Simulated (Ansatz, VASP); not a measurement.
**HfO2: VASP beside Ansatz**

```
Hf O
1.0
     4.88036    0.00000    0.00000
     0.00000    4.88036    0.00000
     0.00000    0.00000    3.23769
Hf O
2 4
Direct
  0.00000 0.00000 0.00000
  0.50000 0.50000 0.50000
  0.19482 0.80518 0.50000
  0.30518 0.30518 0.00000
  0.69482 0.69482 0.00000
  0.80518 0.19482 0.50000
```

Alike in both runs: functional PBE; k mesh 6 × 6 × 8; occupations gaussian, width 0.02 eV; no spin polarisation.

Ansatz relaxed the structure, and its values are those at the end. VASP's run is a single point on that final structure, the one shown.

```csv
,VASP,Ansatz
version,VASP 6.6.1,Ansatz 0.2.0
potentials or method,"VASP PAW PBE potentials, release 64 (Hf_pv, O), cutoff 520 eV","scalar-relativistic, plane waves, PAW"
valence electrons in the cell,44,76
```

|  | VASP | Ansatz | Ansatz less VASP |
| --- | --- | --- | --- |
| gap on the k mesh at the Fermi level (eV) | 3.84 | 3.90 | +0.059 |
| least direct gap on the mesh (eV) | 3.84 | 3.90 | +0.059 |
| pressure (GPa) | -2.7 | 0.0 | +2.75 |
| rms of the force components (eV/Å) | 0.024 | 0.001 | -0.0235 |

The functional is the same, so the differences come from potentials, cutoffs and numerics. VASP's potentials hold 44 valence electrons a cell and Ansatz's 76, so a difference there can come from the potentials and not from the codes.

Neither program's run includes spin-orbit coupling.
